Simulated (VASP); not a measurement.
# MgC18 in VASP: notebook

MgC18 is run at these levels: PBE+D3(BJ); tasks: single point.

All numbers are computed with VASP 6.6.1; they aren't measurements. Logs are shortened: lines on timing, memory, paths and dates and some standing lists are left out, and cuts for length are marked.

## 1. The cell of the first run

The cell holds a slab with vacuum, 19 atoms: a = 7.398 Å, b = 7.398 Å, c = 12.000 Å, α = 90.00°, β = 90.00°, γ = 120.00°.

## 2. Single point, PBE+D3(BJ)

Input file INCAR:

```
PREC     = Accurate       # precision mode
ENCUT    = 520            # plane-wave cutoff, eV
EDIFF    = 1E-6           # SCF threshold, eV
ISMEAR   = -1             # smearing method
SIGMA    = 0.05           # smearing width, eV
LREAL    = Auto         
LASPH    = True           # aspherical terms in the spheres
NELM     = 60             # most SCF steps
ALGO     = Normal         # electronic algorithm
ISIF     = 2              # what is computed and relaxed
LWAVE    = False          # write WAVECAR
LCHARG   = False          # write CHGCAR
GGA      = PE             # functional
IVDW     = 12             # dispersion correction
NBANDS   = 52             # bands
```

Input file KPOINTS:

```
regular mesh
0
Gamma
  2 2 1
```

Input file POSCAR:

```
MgC18
1.0
    7.3980000000      0.0000000000      0.0000000000
   -3.6990000000      6.4068560000      0.0000000000
    0.0000000000      0.0000000000     12.0000000000
C Mg
18 1
Direct
    0.0029848518      0.0023365595      0.0776626667
    0.2261537614      0.1139360710      0.0775027500
    0.0039008426      0.3361336668      0.0775640833
    0.2252506720      0.4467433012      0.0770800000
    0.0034534182      0.6686210834      0.0773052500
    0.2256423286      0.7797866848      0.0768767500
    0.3373086190      0.0029827422      0.0772754167
    0.5586032445      0.1135592871      0.0776828333
    0.3368989944      0.3352272940      0.0774115833
    0.5589919559      0.4463145418      0.0776808333
    0.3364440390      0.6690137877      0.0768315833
    0.5596581166      0.7806549734      0.0771688333
    0.6702359197      0.0019630533      0.0776000000
    0.8923094422      0.1129649238      0.0777285833
    0.6696391292      0.3356551170      0.0778897500
    0.8928030411      0.4472365229      0.0777117500
    0.6706246166      0.6695160622      0.0775045000
    0.8918921767      0.7802333937      0.0775662500
    0.2412923769      0.6553417152      0.3584560000
```

Potentials or basis: VASP PAW PBE potentials, release 64 (C, Mg).

Launch:

```sh
$ cat potpaw_PBE.64/C/POTCAR potpaw_PBE.64/Mg/POTCAR > POTCAR
$ mpirun -np 1 vasp_std > vasp.out
```

OUTCAR:

```text
PREC = Accurate
   ENCUT = 520
   EDIFF = 1E-6
   ISMEAR = -1
   LREAL = Auto
   LASPH = True
   NELM = 60
   ISIF = 2
   GGA = PE
   IVDW = 12
 IVDW          = 12

 ion  position               nearest neighbor table
   1  0.003  0.002  0.078-  14 1.42  18 1.42   2 1.43
   2  0.226  0.114  0.078-   9 1.42   7 1.42   1 1.43
   3  0.004  0.336  0.078-   4 1.42  16 1.42  14 1.43
   4  0.225  0.447  0.077-   3 1.42  11 1.42   9 1.43
   5  0.003  0.669  0.077-  16 1.42   6 1.42  18 1.43
   6  0.226  0.780  0.077-  11 1.42   5 1.42   7 1.43
[... 10 lines left out ...]
  17  0.671  0.670  0.078-  18 1.42  12 1.42  10 1.43
  18  0.892  0.780  0.078-  17 1.42   1 1.42   5 1.43
  19  0.241  0.655  0.358-

  LATTYP: Found a hexagonal cell.
 ALAT       =     7.3980000000
 C/A-ratio  =     1.6220600162

  Lattice vectors:

 A1 = (   7.3980000000,   0.0000000000,   0.0000000000)
 A2 = (  -3.6990000000,   6.4068560000,   0.0000000000)
 A3 = (   0.0000000000,   0.0000000000,  12.0000000000)

Analysis of symmetry for initial positions (statically):
=====================================================================
 Subroutine PRICEL returns:
 Original cell was already a primitive cell.

 Routine SETGRP: Setting up the symmetry group for a
 hexagonal supercell.

 Subroutine GETGRP returns: Found  1 space group operations
 (whereof  1 operations were pure point group operations)
 out of a pool of 24 trial point group operations.

The static configuration has the point symmetry C_1 .

Analysis of symmetry for dynamics (positions and initial velocities):
=====================================================================
 Subroutine PRICEL returns:
 Original cell was already a primitive cell.

 Routine SETGRP: Setting up the symmetry group for a
 hexagonal supercell.

 Subroutine GETGRP returns: Found  1 space group operations
 (whereof  1 operations were pure point group operations)
 out of a pool of 24 trial point group operations.

The dynamic configuration has the point symmetry C_1 .

 Subroutine INISYM returns: Found  1 space group operations
 (whereof  1 operations are pure point group operations),
 and found     1 'primitive' translations

----------------------------------------------------------------------------------------

                                     Primitive cell

  volume of cell :     568.7750

  direct lattice vectors                    reciprocal lattice vectors
     7.398000000  0.000000000  0.000000000     0.135171668  0.078041398  0.000000000
    -3.699000000  6.406856000  0.000000000     0.000000000  0.156082796  0.000000000
     0.000000000  0.000000000 12.000000000     0.000000000  0.000000000  0.083333333

  length of vectors
     7.398000000  7.398000054 12.000000000     0.156082797  0.156082796  0.083333333

  position of ions in fractional coordinates (direct lattice)
     0.002984852  0.002336560  0.077662667
     0.226153761  0.113936071  0.077502750
     0.003900843  0.336133667  0.077564083
     0.225250672  0.446743301  0.077080000
     0.003453418  0.668621083  0.077305250
     0.225642329  0.779786685  0.076876750
[... 11 lines left out ...]
     0.891892177  0.780233394  0.077566250
     0.241292377  0.655341715  0.358456000

  ion indices of the primitive-cell ions
   primitive index   ion index
                 1           1
                 2           2
                 3           3
                 4           4
                 5           5
                 6           6
[... 11 lines left out ...]
                18          18
                19          19

----------------------------------------------------------------------------------------

 KPOINTS: regular mesh

Automatic generation of k-mesh.
 Grid dimensions read from file:
 generate k-points for:    2    2    1

 Generating k-lattice:

  Cartesian coordinates                     Fractional coordinates (reciprocal lattice)
     0.067585834  0.039020699  0.000000000     0.500000000  0.000000000  0.000000000
     0.000000000  0.078041398  0.000000000     0.000000000  0.500000000  0.000000000
     0.000000000  0.000000000  0.083333333     0.000000000  0.000000000  1.000000000

  Length of vectors
     0.078041399  0.078041398  0.083333333

  Shift w.r.t. Gamma in fractional coordinates (k-lattice)
     0.000000000  0.000000000  0.000000000

 Subroutine IBZKPT returns following result:
 ===========================================

 Found      4 irreducible k-points:

 Following reciprocal coordinates:
            Coordinates               Weight
  0.000000  0.000000  0.000000      1.000000
  0.500000  0.000000  0.000000      1.000000
  0.000000  0.500000  0.000000      1.000000
  0.500000  0.500000  0.000000      1.000000
   k-points           NKPTS =      4   k-points in BZ     NKDIM =      4   number of bands    NBANDS=     52
   number of dos      NEDOS =    301   number of ions     NIONS =     19
   total plane-waves  NPLWV = 282240
   dimension x,y,z NGX =    56 NGY =   56 NGZ =   90
   dimension x,y,z NGXF=   112 NGYF=  112 NGZF=  180
   ions per type =              18   1
   NGX,Y,Z   is equivalent  to a cutoff of  12.58, 12.58, 12.47 a.u.
   NGXF,Y,Z  is equivalent  to a cutoff of  25.17, 25.17, 24.94 a.u.
 SYSTEM =  unknown system
   PREC   = accura    normal or accurate (medium, high low for compatibility)
   ISTART =      0    job   : 0-new  1-cont  2-samecut
   ICHARG =      2    charge: 1-file 2-atom 10-const
   ISPIN  =      1    spin polarized calculation?
   LNONCOLLINEAR =      F non collinear calculations
   LSORBIT =      F    spin-orbit coupling
   LASPH  =      T    aspherical Exc in radial PAW
   ENCUT  =  520.0 eV  38.22 Ry    6.18 a.u.  13.76 13.76 22.31*2*pi/ulx,y,z
   NELM   =     60;   NELMIN=  2; NELMDL= -5     # of ELM steps
   EDIFF  = 0.1E-05   stopping-criterion for ELM
   LREAL  =      T    real-space projection
   EDIFFG = 0.1E-04   stopping-criterion for IOM
   NSW    =      0    number of steps for IOM
   IBRION =     -1    ionic relax: 0-MD 1-quasi-New 2-CG
   NFREE  =      0    steps in history (QN), initial steepest desc. (CG)
   ISIF   =      2    stress and relaxation
   ISYM   =      2    0-nonsym 1-usesym 2-fastsym
   POTIM  = 0.5000    time-step for ionic-motion
   TEBEG  =    0.0;   TEEND  =   0.0 temperature during run
   PSTRESS=    0.0 pullay stress
   NELECT =      74.0000    total number of electrons
   NUPDOWN=      -1.0000    fix difference up-down
   EMIN   =  10.00;   EMAX   =-10.00  energy-range for DOS
   EFERMI =   0.00;   METHOD = LEGACY
   ISMEAR =    -1;   SIGMA  =   0.05  broadening in eV -4-tet -1-fermi 0-gaus
   EFERMI_NEDOS =   21; number of points for ismear=-14 and -15
   IALGO  =     38    algorithm
   IMIX   =      4    mixing-type and parameters
     AMIX     =   0.40;   BMIX     =  1.00
     AMIX_MAG =   1.60;   BMIX_MAG =  1.00
  volume/ion in A,a.u.               =      29.94       202.01
  Fermi-wavevector in a.u.,A,eV,Ry     =   0.829542  1.567608  9.362720  0.688140
  Thomas-Fermi vector in A             =   1.942107
   LORBIT       =      0    0 simple, 1 ext, 2 COOP (PROOUT), +10 PAW based schemes
   GGA     = PE    functional components
   LHFCALC =     F    Hartree Fock is set to
   AEXX    =    0.0000 exact exchange contribution
   IVDW    =    12    specifies the selected vdW correction
   LEPSILON=     F    determine dielectric tensor
   LRPA    =     F    only Hartree local field effects (RPA)
 non-spin polarized calculation
  energy-cutoff  :      520.00
  volume of cell :      568.78
 maximum number of plane-waves:     15363
 NGX is ok and might be reduce to    56
   NGX = 27   NGY = 27   NGZ = 45

 number of electron      74.0000001 magnetization

 Free energy of the ion-electron system (eV)
  ---------------------------------------------------
  ext. energy  EPLUGINS =         0.00000000
  ---------------------------------------------------
  free energy    TOTEN  =      -165.62401300 eV

  energy without entropy =     -165.55721020  energy(sigma->0) =     -165.59061160

 E-fermi :  -1.5341     XC(G=0):  -4.4408

 val. band max:       -1.5775958142   @ k =   0.0000   0.0000   0.0000
 cond. band min:      -1.4979646390   @ k =   0.0000   0.0000   0.0000
 fundamental gap:      0.0796311751
 Fermi energy:        -1.5341073810

 k-point     1 :       0.0000    0.0000    0.0000
  band No.  band energies     occupation
      1     -21.0524      2.00000
      2     -18.5050      2.00000
      3     -18.4927      2.00000
      4     -18.4684      2.00000
      5     -18.4627      2.00000
      6     -18.4403      2.00000
[... 41 lines left out ...]
     48       3.3823      0.00000
     49       3.4049      0.00000

 k-point     2 :       0.5000    0.0000    0.0000
  band No.  band energies     occupation
      1     -20.4029      2.00000
      2     -20.3931      2.00000
      3     -19.1230      2.00000
      4     -19.0877      2.00000
      5     -16.6384      2.00000
      6     -16.6334      2.00000
[... 41 lines left out ...]
     48       3.4955      0.00000
     49       3.6728      0.00000

 k-point     3 :       0.0000    0.5000    0.0000
  band No.  band energies     occupation
      1     -20.4028      2.00000
      2     -20.3932      2.00000
      3     -19.1228      2.00000
      4     -19.0879      2.00000
      5     -16.6381      2.00000
      6     -16.6334      2.00000
[... 41 lines left out ...]
     48       3.4954      0.00000
     49       3.6732      0.00000

 k-point     4 :       0.5000    0.5000    0.0000
  band No.  band energies     occupation
      1     -20.4028      2.00000
      2     -20.3932      2.00000
      3     -19.1229      2.00000
      4     -19.0879      2.00000
      5     -16.6384      2.00000
      6     -16.6335      2.00000
[... 41 lines left out ...]
     48       3.4953      0.00000
     49       3.6742      0.00000
 [bands above 49 left out]

------------------------ aborting loop because EDIFF is reached ----------------------------------------

 Edisp (eV)   -1.87711

 E8    (eV) :    -0.5940

  FORCE on cell =-STRESS in cart. coord.  units (eV):
  Direction    XX          YY          ZZ          XY          YZ          ZX
  --------------------------------------------------------------------------------------
  -------------------------------------------------------------------------------------
  Total       1.07783     1.03560    -0.28264    -0.12483    -0.01860    -0.00993
  in kB       3.03613     2.91718    -0.79616    -0.35163    -0.05240    -0.02797
  external pressure =        1.72 kB  Pullay stress =        0.00 kB

 VOLUME and BASIS-vectors are now :
 -----------------------------------------------------------------------------
  energy-cutoff  :      520.00
  volume of cell :      568.78
      direct lattice vectors                 reciprocal lattice vectors
     7.398000000  0.000000000  0.000000000     0.135171668  0.078041398  0.000000000
    -3.699000000  6.406856000  0.000000000     0.000000000  0.156082796  0.000000000
     0.000000000  0.000000000 12.000000000     0.000000000  0.000000000  0.083333333

 POSITION                                       TOTAL-FORCE (eV/Angst)
 -----------------------------------------------------------------------------------
      0.01344      0.01497      0.93195         0.005922     -0.007933     -0.001926
      1.25164      0.72997      0.93003         0.004767     -0.000995      0.007328
     -1.21450      2.15356      0.93077         0.009360      0.015012     -0.000829
      0.01390      2.86222      0.92496        -0.011607      0.030341     -0.002881
     -2.44768      4.28376      0.92766         0.026658      0.001672      0.000050
     -1.21513      4.99598      0.92252        -0.004071     -0.012888      0.004515
[... 11 lines left out ...]
      3.71213      4.99884      0.93079        -0.006924      0.001987      0.001792
     -0.63903      4.19868      4.30147        -0.005246     -0.005087     -0.022745
 -----------------------------------------------------------------------------------
    total drift:                                0.010116     -0.009277     -0.008000

  FREE ENERGIE OF THE ION-ELECTRON SYSTEM (eV)
  ---------------------------------------------------
  free  energy   TOTEN  =      -167.5011190043 eV

  energy  without entropy=     -167.4343162113  energy(sigma->0) =     -167.46771761
```

It took 7.3 min on 1 thread of Intel Xeon 8259CL, shared host; peak memory 0.59 GiB.

What came out:

```
Free energy                : -167.5011 eV
Largest force              : 0.033 eV/Å
Band gap on the k mesh     : 0.08 eV
Dispersion energy per atom : -0.099 eV
```

Forces on the atoms (eV/Å):
```
C    0.006 -0.008 -0.002
C    0.005 -0.001  0.007
C    0.009  0.015 -0.001
C   -0.012  0.030 -0.003
C    0.027  0.002  0.000
C   -0.004 -0.013  0.005
C    0.003 -0.007 -0.005
C   -0.011  0.008  0.004
C    0.007 -0.002  0.000
C   -0.009  0.000 -0.003
C   -0.005 -0.007  0.005
C   -0.010 -0.007 -0.006
C    0.009 -0.006  0.001
C   -0.014 -0.007  0.008
C    0.002 -0.008  0.004
C    0.012  0.004  0.002
C   -0.003  0.010  0.004
C   -0.007  0.002  0.002
Mg  -0.005 -0.005 -0.023
```

Levels at points of the mesh, in eV from the valence-band top:
```csv
k point,band 35,band 36,band 37,band 38,band 39,band 40
"(0.00, 0.00, 0.00)",-0.28,0.00,0.00,0.08,0.09,3.23
"(0.50, 0.00, 0.00)",-2.60,-2.32,-0.17,1.70,2.52,2.54
"(0.00, 0.50, 0.00)",-2.60,-2.32,-0.17,1.70,2.52,2.53
"(0.50, 0.50, 0.00)",-2.60,-2.32,-0.17,1.70,2.51,2.54
```

Caveat: the k points lie up to 0.49 Å⁻¹ apart; there is no dipole correction, which matters where the two faces differ; semilocal functionals underestimate gaps, and a narrow one can read as zero.

## 3. Single point, PBE+D3(BJ)

Input file INCAR:

```
SYSTEM = MgC18
PREC = Accurate
ENCUT = 520
EDIFF = 1E-6
ISMEAR = -1
SIGMA = 0.05
LREAL = Auto
LASPH = .TRUE.
NELM = 80
ALGO = Normal
ISIF = 2
LWAVE = .FALSE.
LCHARG = .FALSE.
GGA = PE
IVDW = 12
NBANDS = 52
```

Input file KPOINTS:

```
Automatic mesh
0
G
  2 2 1
  0 0 0
```

Input file POSCAR:

```
MgC18
1.0
    7.3980000000      0.0000000000      0.0000000000
   -3.6990000000      6.4068560000      0.0000000000
    0.0000000000      0.0000000000     12.0000000000
C Mg
18 1
Direct
    0.0034354844      0.0027901361      0.0776646667
    0.2255154455      0.1138689554      0.0775781667
    0.0038059192      0.3355247878      0.0776053333
    0.2250974006      0.4460907191      0.0771746667
    0.0027735156      0.6684537627      0.0772856667
    0.2259773444      0.7801185168      0.0768893333
    0.3371444525      0.0023067476      0.0773126667
    0.5585195807      0.1129469743      0.0777157500
    0.3362370731      0.3351397316      0.0775065000
    0.5594496287      0.4467703036      0.0776806667
    0.3367544001      0.6693276702      0.0768385000
    0.5590072304      0.7805051339      0.0770847500
    0.6696264936      0.0018661259      0.0775580000
    0.8928081441      0.1134611110      0.0777255833
    0.6701188816      0.3361388175      0.0778864167
    0.8921902988      0.4471556720      0.0776753333
    0.6705410031      0.6688570806      0.0774146667
    0.8918193941      0.7795928299      0.0775011667
    0.3543766065      0.7684163652      0.3584017500
```

Potentials or basis: VASP PAW PBE potentials, release 64 (C, Mg).

Launch:

```sh
$ cat potpaw_PBE.64/C/POTCAR potpaw_PBE.64/Mg/POTCAR > POTCAR
$ mpirun -np 1 vasp_std > vasp.out
```

OUTCAR:

```text
SYSTEM = MgC18
   PREC = Accurate
   ENCUT = 520
   EDIFF = 1E-6
   ISMEAR = -1
   LREAL = Auto
   LASPH = .TRUE.
   NELM = 80
   ISIF = 2
   GGA = PE
   IVDW = 12
 IVDW          = 12

 ion  position               nearest neighbor table
   1  0.003  0.003  0.078-  14 1.42   2 1.42  18 1.43
   2  0.226  0.114  0.078-   9 1.42   1 1.42   7 1.43
   3  0.004  0.336  0.078-   4 1.42  14 1.42  16 1.43
   4  0.225  0.446  0.077-   3 1.42   9 1.42  11 1.43
[... 438 lines left out ...]
  -------------------------------------------------------------------------------------
  Total       1.15319     0.97343    -0.27582    -0.07784     0.02362     0.01215
  in kB       3.24842     2.74206    -0.77694    -0.21926     0.06652     0.03422
  external pressure =        1.74 kB  Pullay stress =        0.00 kB

 VOLUME and BASIS-vectors are now :
 -----------------------------------------------------------------------------
  energy-cutoff  :      520.00
  volume of cell :      568.78
      direct lattice vectors                 reciprocal lattice vectors
     7.398000000  0.000000000  0.000000000     0.135171668  0.078041398  0.000000000
    -3.699000000  6.406856000  0.000000000     0.000000000  0.156082796  0.000000000
     0.000000000  0.000000000 12.000000000     0.000000000  0.000000000  0.083333333

 POSITION                                       TOTAL-FORCE (eV/Angst)
 -----------------------------------------------------------------------------------
      0.01510      0.01788      0.93198         0.012765      0.005375     -0.004221
      1.24716      0.72954      0.93094         0.001780     -0.004321     -0.001528
     -1.21295      2.14966      0.93126         0.010212     -0.011183      0.001588
      0.01518      2.85804      0.92610         0.003120      0.015023     -0.006738
     -2.45209      4.28269      0.92743         0.008841      0.000410     -0.004021
     -1.21388      4.99811      0.92267         0.012130      0.009565      0.005286
[... 11 lines left out ...]
      3.71397      4.99474      0.93001        -0.004162     -0.005297      0.006846
     -0.22069      4.92313      4.30082         0.001211      0.007860     -0.023252
 -----------------------------------------------------------------------------------
    total drift:                                0.017187     -0.012098     -0.007308

  FREE ENERGIE OF THE ION-ELECTRON SYSTEM (eV)
  ---------------------------------------------------
  free  energy   TOTEN  =      -167.5013196538 eV

  energy  without entropy=     -167.4347459574  energy(sigma->0) =     -167.46803281
```

stdout:

```text
POSCAR found type information on POSCAR C Mg
 POSCAR found :  2 types and      19 ions
 scaLAPACK will be used
 LDA part: xc-table for (Slater+PW92), standard interpolation
 POSCAR, INCAR and KPOINTS ok, starting setup
 FFT: planning ... GRIDC
 FFT: planning ... GRID_SOFT
 FFT: planning ... GRID
 WAVECAR not read
 entering main loop
```

It took 8.2 min on 1 thread of Intel Xeon 8259CL, shared host; peak memory 0.58 GiB.

What came out:

| Item | Value |
| --- | --- |
| Free energy | -167.5013 eV |
| Largest force | 0.027 eV/Å |
| Band gap on the k mesh | 0.08 eV |
| Dispersion energy per atom | -0.099 eV |

Forces in eV/Å, atoms in the order of the input:
```
C    0.013  0.005 -0.004
C    0.002 -0.004 -0.002
C    0.010 -0.011  0.002
C    0.003  0.015 -0.007
C    0.009  0.000 -0.004
C    0.012  0.010  0.005
C    0.009 -0.022 -0.001
C   -0.002 -0.014  0.001
C   -0.008 -0.013  0.006
C    0.001  0.019 -0.001
C    0.006  0.016  0.004
C   -0.026  0.007  0.000
C   -0.018 -0.017  0.000
C   -0.005  0.009  0.010
C    0.009  0.000  0.003
C   -0.008  0.005  0.002
C   -0.002 -0.008  0.000
C   -0.004 -0.005  0.007
Mg   0.001  0.008 -0.023
```

Caveat: the k points lie up to 0.49 Å⁻¹ apart; there is no dipole correction, which matters where the two faces differ; semilocal functionals underestimate gaps, and a narrow one can read as zero.
